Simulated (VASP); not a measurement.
# TaSi2 (P6_422) in VASP: single point with r2SCAN

Aim: the single point of TaSi2 with r2SCAN.

Program: VASP 6.6.1. These are calculated values, not measurements. Logs are shortened: lines on timing, memory, paths and dates and some standing lists are left out, and cuts for length are marked.

### Step 1. The cell of the first run

It takes space group P6_422 (No. 181, hexagonal). Conventional cell: a = 4.780 Å, b = 4.780 Å, c = 6.555 Å, α = 90.00°, β = 90.00°, γ = 120.00°. Ta (site symmetry 222) has 10 Si at 2.60 to 2.83 Å and 4 Ta at 3.24 Å within 3.4 Å. Within 3.4 Å of Si (site symmetry 2) lie 9 Si at 2.55 to 3.33 Å and 5 Ta at 2.60 to 2.83 Å.

### Step 2. Single point, r2SCAN

File POSCAR:

```
TaSi2
1.0
   -4.7799675380      0.0000000000      0.0000000000
   -2.3899837690     -4.1395733172      0.0000000000
    0.0000000000      0.0000000000     13.1095107993
Ta Si
6 12
Direct
    0.5000000000      0.0000000000      0.0000000000
    0.5000000000      0.0000000000      0.5000000000
    1.0000000000      0.5000000000      0.3333333333
    1.0000000000      0.5000000000      0.8333333333
    0.5000000000      0.5000000000      0.1666666667
    0.5000000000      0.5000000000      0.6666666667
    0.1582725696      0.6834548607      0.0000000000
    0.1582725696      0.6834548607      0.5000000000
    0.3165451393      0.8417274304      0.3333333333
    0.3165451393      0.8417274304      0.8333333333
    0.1582725696      0.1582725696      0.1666666667
    0.1582725696      0.1582725696      0.6666666667
    0.8417274304      0.3165451393      0.0000000000
    0.8417274304      0.3165451393      0.5000000000
    0.6834548607      0.1582725696      0.3333333333
    0.6834548607      0.1582725696      0.8333333333
    0.8417274304      0.8417274304      0.1666666667
    0.8417274304      0.8417274304      0.6666666667
```

File INCAR.step1:

```
SYSTEM = TaSi2
  PREC = Accurate
  ENCUT = 520
  ISMEAR = 0
  SIGMA = 0.15
  LREAL = Auto
  LASPH = .TRUE.
  NELM = 100
  NBANDS = 72
  GGA = PE
  ALGO = Normal
  EDIFF = 1E-4
  LWAVE = .TRUE.
  LCHARG = .FALSE.
```

File INCAR.step2:

```
SYSTEM = TaSi2
  PREC = Accurate
  ENCUT = 520
  EDIFF = 1E-6
  ISMEAR = 0
  SIGMA = 0.15
  LREAL = Auto
  LASPH = .TRUE.
  NELM = 100
  ALGO = Normal
  ISIF = 2
  LWAVE = .FALSE.
  LCHARG = .TRUE.
  METAGGA = R2SCAN
  LMIXTAU = .TRUE.
  LELF = .TRUE.
  LVHAR = .TRUE.
  NBANDS = 72
  ISTART = 1
```

File KPOINTS:

```
regular mesh
0
G
  9 9 3
  0 0 0
```

Potentials or basis: VASP PAW PBE potentials, release 64 (Ta_pv, Si).

The run is started by

```console
$ cat potpaw_PBE.64/Ta_pv/POTCAR potpaw_PBE.64/Si/POTCAR > POTCAR
$ cp INCAR.step1 INCAR
$ mpirun -np 1 vasp_std > vasp.out
$ cp INCAR.step2 INCAR
$ mpirun -np 1 vasp_std > vasp.out
```

OUTCAR:

```text
SYSTEM = TaSi2
   PREC = Accurate
   ENCUT = 520
   EDIFF = 1E-6
   ISMEAR = 0
   LREAL = Auto
   LASPH = .TRUE.
   NELM = 100
   ISIF = 2
   METAGGA = R2SCAN
   ISTART = 1

 ion  position               nearest neighbor table
   1  0.500  0.000  0.000-  10 2.60  16 2.60  11 2.60  17 2.60   7 2.73  13 2.73  13 2.73   7 2.73
                            13 2.83   7 2.83   5 3.24   5 3.24   4 3.24   4 3.24
   2  0.500  0.000  0.500-   9 2.60  15 2.60  12 2.60  18 2.60   8 2.73  14 2.73  14 2.73   8 2.73
                            14 2.83   8 2.83   6 3.24   6 3.24   3 3.24   3 3.24
   3  0.000  0.500  0.333-  11 2.60  17 2.60  14 2.60   8 2.60  15 2.73   9 2.73   9 2.73  15 2.73
                            15 2.83   9 2.83   5 3.24   5 3.24   2 3.24   2 3.24
   4  0.000  0.500  0.833-  12 2.60  18 2.60  13 2.60   7 2.60  16 2.73  10 2.73  10 2.73  16 2.73
                            16 2.83  10 2.83   6 3.24   6 3.24   1 3.24   1 3.24
   5  0.500  0.500  0.167-   9 2.60  15 2.60  13 2.60   7 2.60  11 2.73  17 2.73  17 2.73  11 2.73
                            11 2.83  17 2.83   3 3.24   3 3.24   1 3.24   1 3.24
   6  0.500  0.500  0.667-  10 2.60  16 2.60  14 2.60   8 2.60  12 2.73  18 2.73  18 2.73  12 2.73
                            12 2.83  18 2.83   4 3.24   4 3.24   2 3.24   2 3.24
   7  0.158  0.683  0.000-  17 2.55  10 2.55   4 2.60   5 2.60  13 2.62   1 2.73   1 2.73   1 2.83
                            13 2.83  13 2.83
   8  0.158  0.683  0.500-  18 2.55   9 2.55   3 2.60   6 2.60  14 2.62   2 2.73   2 2.73   2 2.83
                            14 2.83  14 2.83
   9  0.317  0.842  0.333-  11 2.55   8 2.55   5 2.60   2 2.60  15 2.62   3 2.73   3 2.73   3 2.83
[... 26 lines left out ...]
 A1 = (   2.3899837690,   4.1395733172,   0.0000000000)
 A2 = (  -4.7799675380,   0.0000000000,   0.0000000000)
 A3 = (   0.0000000000,   0.0000000000,  13.1095107993)

Analysis of symmetry for initial positions (statically):
=====================================================================
 Subroutine PRICEL returns following result:

  LATTYP: Found a hexagonal cell.
 ALAT       =     4.7799675380
 C/A-ratio  =     1.3712970533

  Lattice vectors:

 A1 = (   2.3899837690,   4.1395733172,   0.0000000000)
 A2 = (  -4.7799675380,   0.0000000000,   0.0000000000)
 A3 = (   0.0000000000,   0.0000000000,   6.5547553997)

   2 primitive cells build up your supercell.

 Routine SETGRP: Setting up the symmetry group for a
 hexagonal supercell.

 Subroutine GETGRP returns: Found 12 space group operations
 (whereof  4 operations were pure point group operations)
 out of a pool of 24 trial point group operations.

The static configuration has the point symmetry D_2 .
 The point group associated with its full space group is D_6 .

Analysis of symmetry for dynamics (positions and initial velocities):
=====================================================================
 Subroutine PRICEL returns following result:

  LATTYP: Found a hexagonal cell.
 ALAT       =     4.7799675380
 C/A-ratio  =     1.3712970533

  Lattice vectors:

 A1 = (   2.3899837690,   4.1395733172,   0.0000000000)
 A2 = (  -4.7799675380,   0.0000000000,   0.0000000000)
 A3 = (   0.0000000000,   0.0000000000,   6.5547553997)

   2 primitive cells build up your supercell.

 Routine SETGRP: Setting up the symmetry group for a
 hexagonal supercell.

 Subroutine GETGRP returns: Found 12 space group operations
 (whereof  4 operations were pure point group operations)
 out of a pool of 24 trial point group operations.

The dynamic configuration has the point symmetry D_2 .
 The point group associated with its full space group is D_6 .

 Subroutine INISYM returns: Found 12 space group operations
 (whereof  4 operations are pure point group operations),
 and found     2 'primitive' translations

----------------------------------------------------------------------------------------

                                     Primitive cell

  volume of cell :     129.6991

  direct lattice vectors                    reciprocal lattice vectors
     2.389983769  4.139573317  0.000000000     0.000000000  0.241570791  0.000000000
    -4.779967538  0.000000000  0.000000000    -0.209206442  0.120785395  0.000000000
     0.000000000  0.000000000  6.554755400     0.000000000  0.000000000  0.152560994

  length of vectors
[... 23 lines left out ...]
                 9          17

----------------------------------------------------------------------------------------

 KPOINTS: regular mesh

Automatic generation of k-mesh.
 Grid dimensions read from file:
 generate k-points for:    9    9    3

 Generating k-lattice:

  Cartesian coordinates                     Fractional coordinates (reciprocal lattice)
    -0.023245160  0.013420599  0.000000000     0.111111111  0.000000000  0.000000000
     0.000000000 -0.026841199  0.000000000     0.000000000  0.111111111  0.000000000
     0.000000000  0.000000000  0.025426832     0.000000000  0.000000000  0.333333333

  Length of vectors
     0.026841199  0.026841199  0.025426832

  Shift w.r.t. Gamma in fractional coordinates (k-lattice)
     0.000000000  0.000000000  0.000000000

 Subroutine IBZKPT returns following result:
 ===========================================

 Found     24 irreducible k-points:

 Following reciprocal coordinates:
            Coordinates               Weight
  0.000000  0.000000  0.000000      1.000000
  0.111111 -0.000000  0.000000      6.000000
  0.222222  0.000000  0.000000      6.000000
  0.333333 -0.000000  0.000000      6.000000
  0.444444  0.000000  0.000000      6.000000
  0.222222  0.111111  0.000000      6.000000
[... 16 lines left out ...]
 -0.444444  0.222222  0.333333     24.000000
 -0.333333  0.333333  0.333333      4.000000
   k-points           NKPTS =     24   k-points in BZ     NKDIM =     24   number of bands    NBANDS=     72
   number of dos      NEDOS =    301   number of ions     NIONS =     18
   total plane-waves  NPLWV = 127008
   dimension x,y,z NGX =    36 NGY =   36 NGZ =   98
   dimension x,y,z NGXF=    72 NGYF=   72 NGZF=  196
   ions per type =               6  12
   NGX,Y,Z   is equivalent  to a cutoff of  12.52, 12.52, 12.43 a.u.
   NGXF,Y,Z  is equivalent  to a cutoff of  25.04, 25.04, 24.86 a.u.
 SYSTEM =  TaSi2
   PREC   = accura    normal or accurate (medium, high low for compatibility)
   ISTART =      1    job   : 0-new  1-cont  2-samecut
   ICHARG =      0    charge: 1-file 2-atom 10-const
   ISPIN  =      1    spin polarized calculation?
   LNONCOLLINEAR =      F non collinear calculations
   LSORBIT =      F    spin-orbit coupling
   LASPH  =      T    aspherical Exc in radial PAW
   ENCUT  =  520.0 eV  38.22 Ry    6.18 a.u.   8.89  8.89 24.38*2*pi/ulx,y,z
   NELM   =    100;   NELMIN=  2; NELMDL=  0     # of ELM steps
   EDIFF  = 0.1E-05   stopping-criterion for ELM
   LREAL  =      T    real-space projection
   EDIFFG = 0.1E-04   stopping-criterion for IOM
   NSW    =      0    number of steps for IOM
   IBRION =     -1    ionic relax: 0-MD 1-quasi-New 2-CG
   NFREE  =      0    steps in history (QN), initial steepest desc. (CG)
   ISIF   =      2    stress and relaxation
   ISYM   =      2    0-nonsym 1-usesym 2-fastsym
   POTIM  = 0.5000    time-step for ionic-motion
   TEBEG  =    0.0;   TEEND  =   0.0 temperature during run
   PSTRESS=    0.0 pullay stress
   NELECT =     114.0000    total number of electrons
   NUPDOWN=      -1.0000    fix difference up-down
   EMIN   =  10.00;   EMAX   =-10.00  energy-range for DOS
   EFERMI =   0.00;   METHOD = LEGACY
   ISMEAR =     0;   SIGMA  =   0.15  broadening in eV -4-tet -1-fermi 0-gaus
   EFERMI_NEDOS =   21; number of points for ismear=-14 and -15
   IALGO  =     38    algorithm
   IMIX   =      4    mixing-type and parameters
     AMIX     =   0.40;   BMIX     =  1.00
     AMIX_MAG =   1.60;   BMIX_MAG =  1.00
  volume/ion in A,a.u.               =      14.41        97.25
  Fermi-wavevector in a.u.,A,eV,Ry     =   1.244670  2.352085 21.078181  1.549203
  Thomas-Fermi vector in A             =   2.378926
   LORBIT       =      0    0 simple, 1 ext, 2 COOP (PROOUT), +10 PAW based schemes
   METAGGA = R2SCAN    functional components
   LHFCALC =     F    Hartree Fock is set to
   AEXX    =    0.0000 exact exchange contribution
   IVDW    =     0    specifies the selected vdW correction
   LEPSILON=     F    determine dielectric tensor
   LRPA    =     F    only Hartree local field effects (RPA)
 non-spin polarized calculation
 Gauss-broadening in eV      SIGMA  =   0.15
  energy-cutoff  :      520.00
  volume of cell :      259.40
 maximum number of plane-waves:      7059
   NGX = 17   NGY = 17   NGZ = 49

 number of electron     114.0000007 magnetization

 Free energy of the ion-electron system (eV)
  ---------------------------------------------------
  ext. energy  EPLUGINS =         0.00000000
  ---------------------------------------------------
  free energy    TOTEN  =      -404.86925960 eV

  energy without entropy =     -404.78748848  energy(sigma->0) =     -404.82837404

 E-fermi :   9.4049     XC(G=0): -13.0048

 val. band max:        9.4018682673   @ k =  -0.4444   0.2222   0.0000
 cond. band min:       9.4358793782   @ k =  -0.4444   0.1111   0.0000
 fundamental gap:      0.0340111109
 Fermi energy:         9.4049492627

 k-point     1 :       0.0000    0.0000    0.0000
  band No.  band energies     occupation
      1     -26.2596      2.00000
      2     -26.2121      2.00000
      3     -26.2080      2.00000
      4     -26.2080      2.00000
      5     -26.1724      2.00000
      6     -26.1724      2.00000
[... 1717 lines left out ...]
     68      12.1265      0.00000
     69      12.2094      0.00000
 [bands above 69 left out]

------------------------ aborting loop because EDIFF is reached ----------------------------------------

  FORCE on cell =-STRESS in cart. coord.  units (eV):
  Direction    XX          YY          ZZ          XY          YZ          ZX
  --------------------------------------------------------------------------------------
  -------------------------------------------------------------------------------------
  Total        0.4297230      0.4297230      0.5542472      0.0000000      0.0000000      0.0000000
  in kB        2.6541911      2.6541911      3.4233168      0.0000000      0.0000000      0.0000000
  external PRESSURE =       2.9105664 kB  Pullay stress =       0.0000000 kB

 VOLUME and BASIS-vectors are now :
 -----------------------------------------------------------------------------
  energy-cutoff  :      520.00
  volume of cell :      259.40
      direct lattice vectors                 reciprocal lattice vectors
    -4.779967538  0.000000000  0.000000000    -0.209206442  0.120785395  0.000000000
    -2.389983769 -4.139573317  0.000000000     0.000000000 -0.241570791  0.000000000
     0.000000000  0.000000000 13.109510799     0.000000000  0.000000000  0.076280497

 POSITION                                       TOTAL-FORCE (eV/Angst)
 -----------------------------------------------------------------------------------
     -2.38998      0.00000      0.00000        -0.000000     -0.000000     -0.000000
     -2.38998      0.00000      6.55476        -0.000000     -0.000000     -0.000000
     -1.19499     -2.06979      4.36984        -0.000000     -0.000000     -0.000000
     -1.19499     -2.06979     10.92459        -0.000000     -0.000000     -0.000000
     -3.58498     -2.06979      2.18492        -0.000000     -0.000000     -0.000000
     -3.58498     -2.06979      8.73967        -0.000000     -0.000000     -0.000000
[... 10 lines left out ...]
     -6.03514     -3.48439      2.18492        -0.002659     -0.001535     -0.000000
     -6.03514     -3.48439      8.73967        -0.002659     -0.001535      0.000000
 -----------------------------------------------------------------------------------
    total drift:                               -0.000000      0.000000     -0.000002

  FREE ENERGIE OF THE ION-ELECTRON SYSTEM (eV)
  ---------------------------------------------------
  free  energy   TOTEN  =      -404.8692595969 eV

  energy  without entropy=     -404.7874884767  energy(sigma->0) =     -404.82837404
```

Wall time 13 min (1 thread of Intel Xeon 6975P-C (Granite Rapids), shared host); peak memory 0.54 GiB.

Results:

- Free energy: -404.8693 eV
- Pressure: 0.3 GPa
- Largest force: 0.003 eV/Å
- Band gap on the k mesh: zero (band 57 reaches 9.75 eV, above the bottom of band 58 at 9.11 eV)

Forces in eV/Å, atoms in the order of the input:
```
Ta   0.000  0.000  0.000
Ta   0.000  0.000  0.000
Ta   0.000  0.000  0.000
Ta   0.000  0.000  0.000
Ta   0.000  0.000  0.000
Ta   0.000  0.000  0.000
Si   0.000 -0.003  0.000
Si   0.000 -0.003  0.000
Si   0.003 -0.002  0.000
Si   0.003 -0.002  0.000
Si   0.003  0.002  0.000
Si   0.003  0.002  0.000
Si   0.000  0.003  0.000
Si   0.000  0.003  0.000
Si  -0.003  0.002  0.000
Si  -0.003  0.002  0.000
Si  -0.003 -0.002  0.000
Si  -0.003 -0.002  0.000
```

Caveat: the PAW data sets were made with another functional, which shifts forces and pressure a little; spin-orbit coupling is left out, which moves the levels of the heavy elements.
